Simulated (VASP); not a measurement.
# Ag (Cmcm) in VASP: single point with r2SCAN

Aim: the single point of Ag with r2SCAN.

Everything below comes from runs of VASP 6.6.1. Logs are shortened: lines on timing, memory, paths and dates and some standing lists are left out, and cuts for length are marked.

## Step 1: The cell of the first run

The structure is orthorhombic, space group Cmcm (No. 63). Conventional cell: a = 4.622 Å, b = 3.269 Å, c = 4.622 Å, α = 90.00°, β = 90.00°, γ = 90.00°. Within 3.6 Å of Ag (site symmetry m2m) lie 14 Ag at 2.70 to 3.28 Å.

## Step 2: Single point, r2SCAN (atoms displaced along a vibrational mode)

POSCAR reads:

```
Ag
1.0
   -1.6342676484      1.6342676484      1.6342676484
    1.6342676484     -1.6342676484      1.6342676484
    3.2685352969      3.2685352969      0.0000000000
Ag
2
Direct
   -0.0367136926     -0.0367136926      0.0000000000
    0.5367136926      0.5367136926      0.5000000000
```

INCAR.step1 reads:

```
SYSTEM = Ag
PREC = Accurate ; ENCUT = 520
ISMEAR = 0 ; SIGMA = 0.15
LREAL = .FALSE. ; LASPH = .TRUE.
NELM = 80 ; NBANDS = 18
GGA = PE ; ALGO = Normal
EDIFF = 1E-4 ; LWAVE = .TRUE.
LCHARG = .FALSE.
```

INCAR.step2 reads:

```
SYSTEM = Ag
PREC = Accurate ; ENCUT = 520
EDIFF = 1E-6 ; ISMEAR = 0
SIGMA = 0.15 ; LREAL = .FALSE.
LASPH = .TRUE. ; NELM = 80
ALGO = Normal ; ISIF = 2
LWAVE = .FALSE. ; LCHARG = .FALSE.
METAGGA = R2SCAN ; LMIXTAU = .TRUE.
NBANDS = 18 ; ISTART = 1
```

KPOINTS reads:

```
regular mesh
0
G
  22 22 14
  0 0 0
```

Potentials or basis: VASP PAW PBE potentials, release 64 (Ag).

Command:

```console
$ cat potpaw_PBE.64/Ag/POTCAR > POTCAR
$ cp INCAR.step1 INCAR
$ mpirun -np 1 vasp_std > vasp.out
$ cp INCAR.step2 INCAR
$ mpirun -np 1 vasp_std > vasp.out
```

OUTCAR:

```text
SYSTEM = Ag
   PREC = Accurate
   ENCUT = 520
   EDIFF = 1E-6
   ISMEAR = 0
   LREAL = .FALSE.
   LASPH = .TRUE.
   NELM = 80
   ISIF = 2
   METAGGA = R2SCAN
   ISTART = 1

 ion  position               nearest neighbor table
   1  0.963  0.963  0.000-   2 2.70   2 2.70   2 2.98   2 2.98   2 3.28   2 3.28   2 3.28   2 3.28

   2  0.537  0.537  0.500-   1 2.70   1 2.70   1 2.98   1 2.98   1 3.28   1 3.28   1 3.28   1 3.28

  LATTYP: Found a base centered orthorhombic cell.
 ALAT       =     3.2685352968
 B/A-ratio  =     1.4142135624
 C/A-ratio  =     1.4142135624

  Lattice vectors:

 A1 = (  -1.6342676484,   1.6342676484,   1.6342676484)
 A2 = (   1.6342676484,  -1.6342676484,   1.6342676484)
 A3 = (   3.2685352969,   3.2685352969,   0.0000000000)

Analysis of symmetry for initial positions (statically):
=====================================================================
 Subroutine PRICEL returns:
 Original cell was already a primitive cell.

 Routine SETGRP: Setting up the symmetry group for a
 base centered orthorhombic supercell.

 Subroutine GETGRP returns: Found  8 space group operations
 (whereof  4 operations were pure point group operations)
 out of a pool of  8 trial point group operations.

The static configuration has the point symmetry C_2v.
 The point group associated with its full space group is D_2h.

Analysis of symmetry for dynamics (positions and initial velocities):
=====================================================================
 Subroutine PRICEL returns:
 Original cell was already a primitive cell.

 Routine SETGRP: Setting up the symmetry group for a
 base centered orthorhombic supercell.

 Subroutine GETGRP returns: Found  8 space group operations
 (whereof  4 operations were pure point group operations)
 out of a pool of  8 trial point group operations.

The dynamic configuration has the point symmetry C_2v.
 The point group associated with its full space group is D_2h.

 Subroutine INISYM returns: Found  8 space group operations
 (whereof  4 operations are pure point group operations),
 and found     1 'primitive' translations

----------------------------------------------------------------------------------------

                                     Primitive cell

  volume of cell :      34.9188

  direct lattice vectors                    reciprocal lattice vectors
    -1.634267648  1.634267648  1.634267648    -0.152973719  0.152973719  0.305947438
     1.634267648 -1.634267648  1.634267648     0.152973719 -0.152973719  0.305947438
     3.268535297  3.268535297  0.000000000     0.152973719  0.152973719  0.000000000

  length of vectors
     2.830634600  2.830634600  4.622406946     0.374707556  0.374707556  0.216337508

  position of ions in fractional coordinates (direct lattice)
     0.963286307  0.963286307  0.000000000
     0.536713693  0.536713693  0.500000000

  ion indices of the primitive-cell ions
   primitive index   ion index
                 1           1
                 2           2

----------------------------------------------------------------------------------------

 KPOINTS: regular mesh

Automatic generation of k-mesh.
 Grid dimensions read from file:
 generate k-points for:   22   22   14

 Generating k-lattice:

  Cartesian coordinates                     Fractional coordinates (reciprocal lattice)
    -0.006953351  0.006953351  0.013906702     0.045454545  0.000000000  0.000000000
     0.006953351 -0.006953351  0.013906702     0.000000000  0.045454545  0.000000000
     0.010926694  0.010926694  0.000000000     0.000000000  0.000000000  0.071428571

  Length of vectors
     0.017032162  0.017032162  0.015452679

  Shift w.r.t. Gamma in fractional coordinates (k-lattice)
     0.000000000  0.000000000  0.000000000

 Subroutine IBZKPT returns following result:
 ===========================================

 Found   1064 irreducible k-points:

 Following reciprocal coordinates:
            Coordinates               Weight
  0.000000  0.000000  0.000000      1.000000
  0.045455  0.000000  0.000000      4.000000
  0.090909  0.000000  0.000000      4.000000
  0.136364  0.000000  0.000000      4.000000
  0.181818  0.000000  0.000000      4.000000
  0.227273  0.000000  0.000000      4.000000
[... 16 lines left out ...]
  0.500000  0.045455  0.000000      4.000000
 -0.454545  0.045455  0.000000      4.000000
 [... further k-points ...]
   k-points           NKPTS =   1064   k-points in BZ     NKDIM =   1064   number of bands    NBANDS=     18
   number of dos      NEDOS =    301   number of ions     NIONS =      2
   total plane-waves  NPLWV =  20736
   dimension x,y,z NGX =    24 NGY =   24 NGZ =   36
   dimension x,y,z NGXF=    48 NGYF=   48 NGZF=   72
   ions per type =               2
   NGX,Y,Z   is equivalent  to a cutoff of  14.10, 14.10, 12.95 a.u.
   NGXF,Y,Z  is equivalent  to a cutoff of  28.19, 28.19, 25.89 a.u.
 SYSTEM =  Ag
   PREC   = accura    normal or accurate (medium, high low for compatibility)
   ISTART =      1    job   : 0-new  1-cont  2-samecut
   ICHARG =      0    charge: 1-file 2-atom 10-const
   ISPIN  =      1    spin polarized calculation?
   LNONCOLLINEAR =      F non collinear calculations
   LSORBIT =      F    spin-orbit coupling
   LASPH  =      T    aspherical Exc in radial PAW
   ENCUT  =  520.0 eV  38.22 Ry    6.18 a.u.   5.26  5.26  8.59*2*pi/ulx,y,z
   NELM   =     80;   NELMIN=  2; NELMDL=  0     # of ELM steps
   EDIFF  = 0.1E-05   stopping-criterion for ELM
   LREAL  =      F    real-space projection
   EDIFFG = 0.1E-04   stopping-criterion for IOM
   NSW    =      0    number of steps for IOM
   IBRION =     -1    ionic relax: 0-MD 1-quasi-New 2-CG
   NFREE  =      0    steps in history (QN), initial steepest desc. (CG)
   ISIF   =      2    stress and relaxation
   ISYM   =      2    0-nonsym 1-usesym 2-fastsym
   POTIM  = 0.5000    time-step for ionic-motion
   TEBEG  =    0.0;   TEEND  =   0.0 temperature during run
   PSTRESS=    0.0 pullay stress
   NELECT =      22.0000    total number of electrons
   NUPDOWN=      -1.0000    fix difference up-down
   EMIN   =  10.00;   EMAX   =-10.00  energy-range for DOS
   EFERMI =   0.00;   METHOD = LEGACY
   ISMEAR =     0;   SIGMA  =   0.15  broadening in eV -4-tet -1-fermi 0-gaus
   EFERMI_NEDOS =   21; number of points for ismear=-14 and -15
   IALGO  =     38    algorithm
   IMIX   =      4    mixing-type and parameters
     AMIX     =   0.40;   BMIX     =  1.00
     AMIX_MAG =   1.60;   BMIX_MAG =  1.00
  volume/ion in A,a.u.               =      17.46       117.82
  Fermi-wavevector in a.u.,A,eV,Ry     =   1.403447  2.652129 26.798882  1.969662
  Thomas-Fermi vector in A             =   2.526108
   LORBIT       =      0    0 simple, 1 ext, 2 COOP (PROOUT), +10 PAW based schemes
   METAGGA = R2SCAN    functional components
   LHFCALC =     F    Hartree Fock is set to
   AEXX    =    0.0000 exact exchange contribution
   IVDW    =     0    specifies the selected vdW correction
   LEPSILON=     F    determine dielectric tensor
   LRPA    =     F    only Hartree local field effects (RPA)
 non-spin polarized calculation
 Gauss-broadening in eV      SIGMA  =   0.15
  energy-cutoff  :      520.00
  volume of cell :       34.92
 maximum number of plane-waves:       958
 NGX is ok and might be reduce to    24
   NGX = 11   NGY = 11   NGZ = 17

 number of electron      22.0000001 magnetization

 Free energy of the ion-electron system (eV)
  ---------------------------------------------------
  ext. energy  EPLUGINS =         0.00000000
  ---------------------------------------------------
  free energy    TOTEN  =       -42.58632132 eV

  energy without entropy =      -42.57982075  energy(sigma->0) =      -42.58307104

 E-fermi :   8.1485     XC(G=0): -12.7959

 val. band max:        8.1420764325   @ k =  -0.3182   0.2727   0.3571
 cond. band min:       8.1536680651   @ k =   0.4091   0.1818   0.0714
 fundamental gap:      0.0115916326
 Fermi energy:         8.1485120720

 k-point     1 :       0.0000    0.0000    0.0000
  band No.  band energies     occupation
      1       0.3448      2.00000
      2       1.5637      2.00000
      3       2.2036      2.00000
      4       2.8448      2.00000
      5       2.8967      2.00000
      6       2.9856      2.00000
[... 10 lines left out ...]
     17      26.9193      0.00000
     18      26.9822      0.00000

 k-point     2 :       0.0455    0.0000    0.0000
  band No.  band energies     occupation
      1       0.3969      2.00000
      2       1.5937      2.00000
      3       2.2150      2.00000
      4       2.8495      2.00000
      5       2.9151      2.00000
      6       2.9822      2.00000
[... 10 lines left out ...]
     17      26.8220      0.00000
     18      26.9696      0.00000

 k-point     3 :       0.0909    0.0000    0.0000
  band No.  band energies     occupation
      1       0.5503      2.00000
      2       1.6791      2.00000
      3       2.2488      2.00000
      4       2.8342      2.00000
      5       2.9714      2.00000
      6       3.0008      2.00000
[... 10 lines left out ...]
     17      26.3711      0.00000
     18      27.0838      0.00000

 k-point     4 :       0.1364    0.0000    0.0000
  band No.  band energies     occupation
      1       0.7957      2.00000
      2       1.8040      2.00000
      3       2.3066      2.00000
      4       2.7988      2.00000
      5       2.9509      2.00000
      6       3.1585      2.00000
[... 375 lines left out ...]
      4       2.7149      2.00000
      5       3.0486      2.00000
      6       3.5064      2.00000
[... 10 lines left out ...]
     17      21.4096      0.00000
     18      24.6932      0.00000

 k-point    23 :       0.5000    0.0455    0.0000
  band No.  band energies     occupation
      1       2.0280      2.00000
      2       2.2190      2.00000
      3       2.3730      2.00000
      4       2.6923      2.00000
      5       3.0329      2.00000
      6       3.4790      2.00000
[... 10 lines left out ...]
     17      21.6656      0.00000
     18      24.5210      0.00000

 k-point    24 :      -0.4545    0.0455    0.0000
  band No.  band energies     occupation
      1       2.0544      2.00000
      2       2.2370      2.00000
      3       2.3918      2.00000
      4       2.7004      2.00000
      5       2.9612      2.00000
      6       3.3791      2.00000
[... 10 lines left out ...]
     17      22.0319      0.00000
     18      24.4733      0.00000

 [... further k-points ...]

------------------------ aborting loop because EDIFF is reached ----------------------------------------

  FORCE on cell =-STRESS in cart. coord.  units (eV):
  Direction    XX          YY          ZZ          XY          YZ          ZX
  --------------------------------------------------------------------------------------
  -------------------------------------------------------------------------------------
  Total        0.3169411      0.3169411      0.0660380      0.3164463      0.0000000      0.0000000
  in kB       14.5421814     14.5421814      3.0300183     14.5194799      0.0000000      0.0000000
  external PRESSURE =      10.7047937 kB  Pullay stress =       0.0000000 kB

 VOLUME and BASIS-vectors are now :
 -----------------------------------------------------------------------------
  energy-cutoff  :      520.00
  volume of cell :       34.92
      direct lattice vectors                 reciprocal lattice vectors
    -1.634267648  1.634267648  1.634267648    -0.152973719  0.152973719  0.305947438
     1.634267648 -1.634267648  1.634267648     0.152973719 -0.152973719  0.305947438
     3.268535297  3.268535297  0.000000000     0.152973719  0.152973719  0.000000000

 POSITION                                       TOTAL-FORCE (eV/Angst)
 -----------------------------------------------------------------------------------
      0.00000      0.00000      3.14854         0.000000      0.000000      0.544999
      1.63427      1.63427      1.75427        -0.000000     -0.000000     -0.544999
 -----------------------------------------------------------------------------------
    total drift:                                0.000000      0.000000     -0.000000

  FREE ENERGIE OF THE ION-ELECTRON SYSTEM (eV)
  ---------------------------------------------------
  free  energy   TOTEN  =       -42.5863213239 eV

  energy  without entropy=      -42.5798207545  energy(sigma->0) =      -42.58307104
```

It took 33 min on 1 thread of Oxide Virtual Turin-like, shared host; peak memory 0.57 GiB.

Results:

```yaml
Free_energy: -42.5863 eV
Pressure: 1.1 GPa
Largest_force: 0.545 eV/Å
Band_gap_on_the_k_mesh: zero (bands 11 and 12 overlap by 8.41 eV)
```

Forces on the atoms (eV/Å):
```
Ag   0.000  0.000  0.545
Ag   0.000  0.000 -0.545
```

Levels at points of the mesh, in eV from the Fermi level:
| k point | band 9 | band 10 | band 11 | band 12 | band 13 | band 14 |
| --- | --- | --- | --- | --- | --- | --- |
| (0.00, 0.00, 0.00) | -3.88 | -3.85 | -3.01 | 0.04 | 4.14 | 13.97 |
| (0.50, 0.00, 0.00) | -3.63 | -3.57 | -0.07 | 0.52 | 7.41 | 7.89 |
| (0.50, 0.50, 0.00) | -3.11 | -2.91 | 0.03 | 4.11 | 7.14 | 7.16 |
| (0.00, 0.00, 0.50) | -3.86 | -3.86 | -3.84 | -3.84 | 12.27 | 12.27 |
| (0.50, 0.00, 0.50) | -2.92 | -2.92 | 0.10 | 0.10 | 4.05 | 4.05 |
| (0.50, 0.50, 0.50) | -3.03 | -3.03 | 3.46 | 3.46 | 4.80 | 4.80 |

Caveat: the cell differs from its parent crystal (atoms displaced along a vibrational mode); the PAW data sets were made with another functional, which shifts forces and pressure a little.
